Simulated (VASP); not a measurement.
# BN (Fm-3m) in VASP: further runs

The runs below take BN through single point, with PBE, r2SCAN.

Program: VASP 6.6.1. These are calculated values, not measurements. Logs are shortened: lines on timing, memory, paths and dates and some standing lists are left out, and cuts for length are marked.

## (1) The cell of the first run

It takes space group Fm-3m (No. 225, cubic). Conventional cell: a = 3.492 Å, b = 3.492 Å, c = 3.492 Å, α = 90.00°, β = 90.00°, γ = 90.00°. B (site symmetry m-3m) has 6 N at 1.75 Å within 2.3 Å. Within 2.3 Å of N (site symmetry m-3m) lie 6 B at 1.75 Å.

## (2) Single point, PBE

The input, INCAR:

```
SYSTEM = BN
ALGO = Normal
EDIFF = 1E-7
ENCUT = 520
GGA = PE
ISIF = 2
ISMEAR = 0
LASPH = .True.
LCHARG = .False.
LREAL = .False.
LWAVE = .False.
NBANDS = 11
NELM = 60
PREC = Accurate
SIGMA = 0.01
```

The input, KPOINTS:

```
k-points
0
Gamma
  8 8 8
  0 0 0
```

The input, POSCAR:

```
BN
1.0
    0.0000000000      1.7458259346      1.7458259346
    1.7458259346      0.0000000000      1.7458259346
    1.7458259346      1.7458259346      0.0000000000
B N
1 1
Direct
    0.0000000000      0.0000000000      0.0000000000
    0.5000000000      0.5000000000      0.5000000000
```

Potentials or basis: VASP PAW PBE potentials, release 64 (B, N).

The run is started by

```console
$ cat potpaw_PBE.64/B/POTCAR potpaw_PBE.64/N/POTCAR > POTCAR
$ mpirun -np 1 vasp_std > vasp.out
```

OUTCAR:

```text
SYSTEM = BN
   EDIFF = 1E-7
   ENCUT = 520
   GGA = PE
   ISIF = 2
   ISMEAR = 0
   LASPH = .True.
   LREAL = .False.
   NELM = 60
   PREC = Accurate

 ion  position               nearest neighbor table
   1  0.000  0.000  0.000-   2 1.75   2 1.75   2 1.75   2 1.75   2 1.75   2 1.75
   2  0.500  0.500  0.500-   1 1.75   1 1.75   1 1.75   1 1.75   1 1.75   1 1.75

  LATTYP: Found a face centered cubic cell.
 ALAT       =     3.4916518692

  Lattice vectors:

 A1 = (   0.0000000000,   1.7458259346,   1.7458259346)
 A2 = (   1.7458259346,   0.0000000000,   1.7458259346)
 A3 = (   1.7458259346,   1.7458259346,   0.0000000000)

Analysis of symmetry for initial positions (statically):
=====================================================================
 Subroutine PRICEL returns:
 Original cell was already a primitive cell.

 Routine SETGRP: Setting up the symmetry group for a
 face centered cubic supercell.

 Subroutine GETGRP returns: Found 48 space group operations
 (whereof 48 operations were pure point group operations)
 out of a pool of 48 trial point group operations.

The static configuration has the point symmetry O_h .

Analysis of symmetry for dynamics (positions and initial velocities):
=====================================================================
 Subroutine PRICEL returns:
 Original cell was already a primitive cell.

 Routine SETGRP: Setting up the symmetry group for a
 face centered cubic supercell.

 Subroutine GETGRP returns: Found 48 space group operations
 (whereof 48 operations were pure point group operations)
 out of a pool of 48 trial point group operations.

The dynamic configuration has the point symmetry O_h .

 Subroutine INISYM returns: Found 48 space group operations
 (whereof 48 operations are pure point group operations),
 and found     1 'primitive' translations

----------------------------------------------------------------------------------------

                                     Primitive cell

  volume of cell :      10.6422

  direct lattice vectors                    reciprocal lattice vectors
     0.000000000  1.745825935  1.745825935    -0.286397395  0.286397395  0.286397395
     1.745825935  0.000000000  1.745825935     0.286397395 -0.286397395  0.286397395
     1.745825935  1.745825935  0.000000000     0.286397395  0.286397395 -0.286397395

  length of vectors
     2.468970714  2.468970714  2.468970714     0.496054840  0.496054840  0.496054840

  position of ions in fractional coordinates (direct lattice)
     0.000000000  0.000000000  0.000000000
     0.500000000  0.500000000  0.500000000

  ion indices of the primitive-cell ions
   primitive index   ion index
                 1           1
                 2           2

----------------------------------------------------------------------------------------

 KPOINTS: k-points

Automatic generation of k-mesh.
 Grid dimensions read from file:
 generate k-points for:    8    8    8

 Generating k-lattice:

  Cartesian coordinates                     Fractional coordinates (reciprocal lattice)
    -0.035799674  0.035799674  0.035799674     0.125000000  0.000000000  0.000000000
     0.035799674 -0.035799674  0.035799674     0.000000000  0.125000000  0.000000000
     0.035799674  0.035799674 -0.035799674     0.000000000  0.000000000  0.125000000

  Length of vectors
     0.062006855  0.062006855  0.062006855

  Shift w.r.t. Gamma in fractional coordinates (k-lattice)
     0.000000000  0.000000000  0.000000000

 Subroutine IBZKPT returns following result:
 ===========================================

 Found     29 irreducible k-points:

 Following reciprocal coordinates:
            Coordinates               Weight
  0.000000  0.000000  0.000000      1.000000
  0.125000  0.000000  0.000000      8.000000
  0.250000  0.000000  0.000000      8.000000
  0.375000  0.000000  0.000000      8.000000
  0.500000  0.000000  0.000000      4.000000
  0.125000  0.125000  0.000000      6.000000
[... 16 lines left out ...]
  0.500000  0.250000  0.125000     48.000000
 -0.375000  0.250000  0.125000     24.000000
 [... further k-points ...]
   k-points           NKPTS =     29   k-points in BZ     NKDIM =     29   number of bands    NBANDS=     11
   number of dos      NEDOS =    301   number of ions     NIONS =      2
   total plane-waves  NPLWV =   5832
   dimension x,y,z NGX =    18 NGY =   18 NGZ =   18
   dimension x,y,z NGXF=    36 NGYF=   36 NGZF=   36
   ions per type =               1   1
   NGX,Y,Z   is equivalent  to a cutoff of  12.12, 12.12, 12.12 a.u.
   NGXF,Y,Z  is equivalent  to a cutoff of  24.24, 24.24, 24.24 a.u.
 SYSTEM =  BN
   PREC   = accura    normal or accurate (medium, high low for compatibility)
   ISTART =      0    job   : 0-new  1-cont  2-samecut
   ICHARG =      2    charge: 1-file 2-atom 10-const
   ISPIN  =      1    spin polarized calculation?
   LNONCOLLINEAR =      F non collinear calculations
   LSORBIT =      F    spin-orbit coupling
   LASPH  =      T    aspherical Exc in radial PAW
   ENCUT  =  520.0 eV  38.22 Ry    6.18 a.u.   4.59  4.59  4.59*2*pi/ulx,y,z
   NELM   =     60;   NELMIN=  2; NELMDL= -5     # of ELM steps
   EDIFF  = 0.1E-06   stopping-criterion for ELM
   LREAL  =      F    real-space projection
   EDIFFG = 0.1E-05   stopping-criterion for IOM
   NSW    =      0    number of steps for IOM
   IBRION =     -1    ionic relax: 0-MD 1-quasi-New 2-CG
   NFREE  =      0    steps in history (QN), initial steepest desc. (CG)
   ISIF   =      2    stress and relaxation
   ISYM   =      2    0-nonsym 1-usesym 2-fastsym
   POTIM  = 0.5000    time-step for ionic-motion
   TEBEG  =    0.0;   TEEND  =   0.0 temperature during run
   PSTRESS=    0.0 pullay stress
   NELECT =       8.0000    total number of electrons
   NUPDOWN=      -1.0000    fix difference up-down
   EMIN   =  10.00;   EMAX   =-10.00  energy-range for DOS
   EFERMI =   0.00;   METHOD = LEGACY
   ISMEAR =     0;   SIGMA  =   0.01  broadening in eV -4-tet -1-fermi 0-gaus
   EFERMI_NEDOS =   21; number of points for ismear=-14 and -15
   IALGO  =     38    algorithm
   IMIX   =      4    mixing-type and parameters
     AMIX     =   0.40;   BMIX     =  1.00
     AMIX_MAG =   1.60;   BMIX_MAG =  1.00
  volume/ion in A,a.u.               =       5.32        35.91
  Fermi-wavevector in a.u.,A,eV,Ry     =   1.488540  2.812933 30.147133  2.215752
  Thomas-Fermi vector in A             =   2.601562
   LORBIT       =      0    0 simple, 1 ext, 2 COOP (PROOUT), +10 PAW based schemes
   GGA     = PE    functional components
   LHFCALC =     F    Hartree Fock is set to
   AEXX    =    0.0000 exact exchange contribution
   IVDW    =     0    specifies the selected vdW correction
   LEPSILON=     F    determine dielectric tensor
   LRPA    =     F    only Hartree local field effects (RPA)
 non-spin polarized calculation
 Gauss-broadening in eV      SIGMA  =   0.01
  energy-cutoff  :      520.00
  volume of cell :       10.64
 maximum number of plane-waves:       302
   NGX =  9   NGY =  9   NGZ =  9

 number of electron       7.9999998 magnetization

 Free energy of the ion-electron system (eV)
  ---------------------------------------------------
  ext. energy  EPLUGINS =         0.00000000
  ---------------------------------------------------
  free energy    TOTEN  =       -13.94127583 eV

  energy without entropy =      -13.94127583  energy(sigma->0) =      -13.94127583

 E-fermi :  10.3832     XC(G=0): -13.7600

 val. band max:       10.3200188070   @ k =  -0.2500   0.1250   0.0000
 cond. band min:      11.6526987668   @ k =   0.5000   0.5000   0.0000
 fundamental gap:      1.3326799597
 Fermi energy:        10.3831542884

 k-point     1 :       0.0000    0.0000    0.0000
  band No.  band energies     occupation
      1     -12.1036      2.00000
      2       9.5265      2.00000
      3       9.5265      2.00000
      4       9.5265      2.00000
      5      19.6305      0.00000
      6      22.4959      0.00000
      7      22.4959      0.00000
      8      22.4959      0.00000
      9      28.9943      0.00000
     10      28.9943      0.00000
     11      28.9943      0.00000

 k-point     2 :       0.1250    0.0000    0.0000
  band No.  band energies     occupation
      1     -11.6649      2.00000
      2       7.7502      2.00000
      3       9.4974      2.00000
      4       9.4974      2.00000
      5      19.9296      0.00000
      6      21.1190      0.00000
      7      21.1190      0.00000
      8      22.3441      0.00000
      9      28.0988      0.00000
     10      30.0864      0.00000
     11      30.0864      0.00000

 k-point     3 :       0.2500    0.0000    0.0000
  band No.  band energies     occupation
      1     -10.3773      2.00000
      2       3.9625      2.00000
      3       9.5034      2.00000
      4       9.5034      2.00000
      5      18.5586      0.00000
      6      18.5586      0.00000
      7      19.0708      0.00000
      8      23.1521      0.00000
      9      28.7660      0.00000
     10      33.0912      0.00000
     11      33.0912      0.00000

 k-point     4 :       0.3750    0.0000    0.0000
  band No.  band energies     occupation
      1      -8.4051      2.00000
      2       0.0292      2.00000
      3       9.6475      2.00000
      4       9.6475      2.00000
      5      16.4484      0.00000
      6      16.4484      0.00000
      7      18.0457      0.00000
      8      23.9051      0.00000
      9      31.1552      0.00000
     10      37.6196      0.00000
     11      37.6196      0.00000
[... 239 lines left out ...]
 k-point    22 :       0.3750    0.2500    0.1250
  band No.  band energies     occupation
      1      -9.2316      2.00000
      2       4.1625      2.00000
      3       5.4791      2.00000
      4       8.8342      2.00000
      5      15.1786      0.00000
      6      19.9087      0.00000
      7      22.6691      0.00000
      8      23.0961      0.00000
      9      25.8345      0.00000
     10      36.2107      0.00000
     11      39.4171      0.00000

 k-point    23 :       0.5000    0.2500    0.1250
  band No.  band energies     occupation
      1      -7.2870      2.00000
      2       0.9358      2.00000
      3       4.7927      2.00000
      4       7.6359      2.00000
      5      15.6324      0.00000
      6      18.3074      0.00000
      7      22.2298      0.00000
      8      24.5121      0.00000
      9      28.1491      0.00000
     10      37.3407      0.00000
     11      39.5439      0.00000

 k-point    24 :      -0.3750    0.2500    0.1250
  band No.  band energies     occupation
      1      -5.8182      2.00000
      2      -1.1643      2.00000
      3       4.8875      2.00000
      4       6.8765      2.00000
      5      16.5410      0.00000
      6      17.0981      0.00000
      7      21.9486      0.00000
      8      25.1196      0.00000
      9      31.4076      0.00000
     10      33.1878      0.00000
     11      43.1036      0.00000

 [... further k-points ...]

------------------------ aborting loop because EDIFF is reached ----------------------------------------

  FORCE on cell =-STRESS in cart. coord.  units (eV):
  Direction    XX          YY          ZZ          XY          YZ          ZX
  --------------------------------------------------------------------------------------
  -------------------------------------------------------------------------------------
  Total        0.2542703      0.2542703      0.2542703      0.0000000      0.0000000      0.0000000
  in kB       38.2801310     38.2801310     38.2801310      0.0000000      0.0000000      0.0000000
  external PRESSURE =      38.2801310 kB  Pullay stress =       0.0000000 kB

 VOLUME and BASIS-vectors are now :
 -----------------------------------------------------------------------------
  energy-cutoff  :      520.00
  volume of cell :       10.64
      direct lattice vectors                 reciprocal lattice vectors
     0.000000000  1.745825935  1.745825935    -0.286397395  0.286397395  0.286397395
     1.745825935  0.000000000  1.745825935     0.286397395 -0.286397395  0.286397395
     1.745825935  1.745825935  0.000000000     0.286397395  0.286397395 -0.286397395

 POSITION                                       TOTAL-FORCE (eV/Angst)
 -----------------------------------------------------------------------------------
      0.00000      0.00000      0.00000        -0.000000     -0.000000      0.000000
      1.74583      1.74583      1.74583         0.000000      0.000000     -0.000000
 -----------------------------------------------------------------------------------
    total drift:                               -0.000000     -0.000000     -0.000000

  FREE ENERGIE OF THE ION-ELECTRON SYSTEM (eV)
  ---------------------------------------------------
  free  energy   TOTEN  =       -13.9412758310 eV

  energy  without entropy=      -13.9412758310  energy(sigma->0) =      -13.94127583
```

It took 3.6 s on 1 thread of Intel Xeon 6975P-C, shared host; peak memory 0.11 GiB.

Results:

```
Free energy            : -13.9413 eV
Pressure               : 3.8 GPa
Band gap on the k mesh : 1.33 eV, indirect (least direct gap 5.85 eV)
```

## (3) Single point, PBE

The input, INCAR:

```
PREC = Accurate
ENCUT = 520
EDIFF = 1E-6
ISMEAR = -5
SIGMA = 0.1
LREAL = False
LASPH = True
NELM = 60
ALGO = Normal
ISIF = 2
LWAVE = False
LCHARG = True
GGA = PE
LELF = True
LVHAR = True
NBANDS = 11
```

The input, KPOINTS:

```
Automatic mesh
0
Gamma
  8 8 8
```

POSCAR is that of step 2.

Potentials or basis: VASP PAW PBE potentials, release 64 (B, N).

The run is started by

```console
$ cat potpaw_PBE.64/B/POTCAR potpaw_PBE.64/N/POTCAR > POTCAR
$ mpirun -np 1 vasp_std > vasp.out
```

OUTCAR:

```text
PREC = Accurate
   ENCUT = 520
   EDIFF = 1E-6
   ISMEAR = -5
   LREAL = False
   LASPH = True
   NELM = 60
   ISIF = 2
   GGA = PE

 ion  position               nearest neighbor table
   1  0.000  0.000  0.000-   2 1.75   2 1.75   2 1.75   2 1.75   2 1.75   2 1.75
   2  0.500  0.500  0.500-   1 1.75   1 1.75   1 1.75   1 1.75   1 1.75   1 1.75

  LATTYP: Found a face centered cubic cell.
 ALAT       =     3.4916518692

  Lattice vectors:

[... 524 lines left out ...]

------------------------ aborting loop because EDIFF is reached ----------------------------------------

  FORCE on cell =-STRESS in cart. coord.  units (eV):
  Direction    XX          YY          ZZ          XY          YZ          ZX
  --------------------------------------------------------------------------------------
  -------------------------------------------------------------------------------------
  Total        0.2538416      0.2538416      0.2538416      0.0000000      0.0000000     -0.0000000
  in kB       38.2155960     38.2155960     38.2155960      0.0000000      0.0000000     -0.0000000
  external PRESSURE =      38.2155960 kB  Pullay stress =       0.0000000 kB

 VOLUME and BASIS-vectors are now :
 -----------------------------------------------------------------------------
  energy-cutoff  :      520.00
  volume of cell :       10.64
      direct lattice vectors                 reciprocal lattice vectors
     0.000000000  1.745825935  1.745825935    -0.286397395  0.286397395  0.286397395
     1.745825935  0.000000000  1.745825935     0.286397395 -0.286397395  0.286397395
     1.745825935  1.745825935  0.000000000     0.286397395  0.286397395 -0.286397395

 POSITION                                       TOTAL-FORCE (eV/Angst)
 -----------------------------------------------------------------------------------
      0.00000      0.00000      0.00000        -0.000000      0.000000      0.000000
      1.74583      1.74583      1.74583         0.000000     -0.000000     -0.000000
 -----------------------------------------------------------------------------------
    total drift:                               -0.000000     -0.000000     -0.000000

  FREE ENERGIE OF THE ION-ELECTRON SYSTEM (eV)
  ---------------------------------------------------
  free  energy   TOTEN  =       -13.9412758422 eV

  energy  without entropy=      -13.9412758422  energy(sigma->0) =      -13.94127584
```

stdout:

```text
POSCAR found type information on POSCAR B N
 POSCAR found :  2 types and       2 ions
 scaLAPACK will be used
 LDA part: xc-table for (Slater+PW92), standard interpolation
 POSCAR, INCAR and KPOINTS ok, starting setup
 FFT: planning ... GRIDC
 FFT: planning ... GRID_SOFT
 FFT: planning ... GRID
 WAVECAR not read
 entering main loop
```

Run time: 3.4 s. Hardware: 1 thread of Intel Xeon 6975P-C, shared host; peak memory 0.11 GiB.

Results:

| Item | Value |
| --- | --- |
| Free energy | -13.9413 eV |
| Pressure | 3.8 GPa |
| Band gap on the k mesh | 1.33 eV, indirect (least direct gap 5.85 eV) |

Levels at points of the mesh, in eV from the valence-band top:
```tsv
k point	band 2	band 3	band 4	band 5	band 6	band 7
(0.00, 0.00, 0.00)	-0.79	-0.79	-0.79	9.31	12.18	12.18
(0.50, 0.00, 0.00)	-12.50	-0.55	-0.55	5.30	5.30	7.35
(0.50, 0.50, 0.00)	-11.82	-5.56	-5.56	1.33	8.91	14.74
```

A k mesh can miss the band edges. PBE gaps usually lie below the measured ones, often by a third to a half.

## (4) Single point, r2SCAN

POSCAR is that of step 3.

The input, INCAR.step1:

```
PREC = Accurate ; ENCUT = 520
ISMEAR = 0 ; SIGMA = 0.01
LREAL = False ; LASPH = True
NELM = 60 ; NBANDS = 11
GGA = PE ; ALGO = Normal
EDIFF = 1E-4 ; LWAVE = True
LCHARG = False
```

The input, INCAR.step2:

```
PREC = Accurate ; ENCUT = 520
EDIFF = 1E-6 ; ISMEAR = 0
SIGMA = 0.01 ; LREAL = False
LASPH = True ; NELM = 60
ALGO = Normal ; ISIF = 2
LWAVE = False ; LCHARG = False
METAGGA = R2SCAN ; LMIXTAU = True
NBANDS = 11 ; ISTART = 1
```

KPOINTS is that of step 3.

The run is started by

```console
$ cat potpaw_PBE.64/B/POTCAR potpaw_PBE.64/N/POTCAR > POTCAR
$ cp INCAR.step1 INCAR
$ mpirun -np 1 vasp_std > vasp.out
$ cp INCAR.step2 INCAR
$ mpirun -np 1 vasp_std > vasp.out
```

Run time: 12 s. Hardware: 1 thread of Intel Xeon 6975P-C, shared host; peak memory 0.12 GiB.

It converged, with:

| Property | Result |
| --- | --- |
| Free energy | -15.4267 eV |
| Pressure | 0.4 GPa |
| Band gap on the k mesh | 1.48 eV, indirect (least direct gap 6.51 eV) |

Levels at points of the mesh, in eV from the valence-band top:
```
           k point  band 1  band 2  band 3  band 4  band 5  band 6  band 7  band 8  band 9
(0.00, 0.00, 0.00)  -23.57   -0.77   -0.77   -0.77    9.97   13.30   13.30   13.30   19.54
(0.50, 0.00, 0.00)  -18.20  -13.02   -0.59   -0.59    5.92    5.92    8.08   14.84   24.48
(0.50, 0.50, 0.00)  -15.36  -12.19   -5.76   -5.76    1.48    9.74   16.02   16.02   17.79
```

Caveat: the PAW data sets were made with another functional, which shifts forces and pressure a little. r2SCAN opens gaps a little over a GGA but as a rule still falls short of measured ones.

## (5) The runs side by side

| level | smearing | gap on the mesh (eV) | pressure (GPa) |
| --- | --- | --- | --- |
| PBE | gaussian 0.01 eV | 1.33 | 3.8 |
| PBE | tetrahedron | 1.33 | 3.8 |
| r2SCAN | gaussian 0.01 eV | 1.48 | 0.4 |

Alike in all rows: task single point; potentials or basis VASP PAW PBE potentials, release 64 (B, N); no spin polarisation; cell as given; k mesh 8 × 8 × 8; cutoff (eV) 520.

On the cell as given the gap runs from 1.33 eV (PBE) to 1.48 eV (r2SCAN). The pressure there spans 0.4 GPa (r2SCAN) to 3.8 GPa (PBE); a positive pressure means that this level wants a larger cell, a negative one a smaller.

Caveats: the PAW data sets were made with another functional, which shifts forces and pressure a little (some runs).

Total energies depend on the potentials used, so only differences within one code and one set of settings carry meaning.
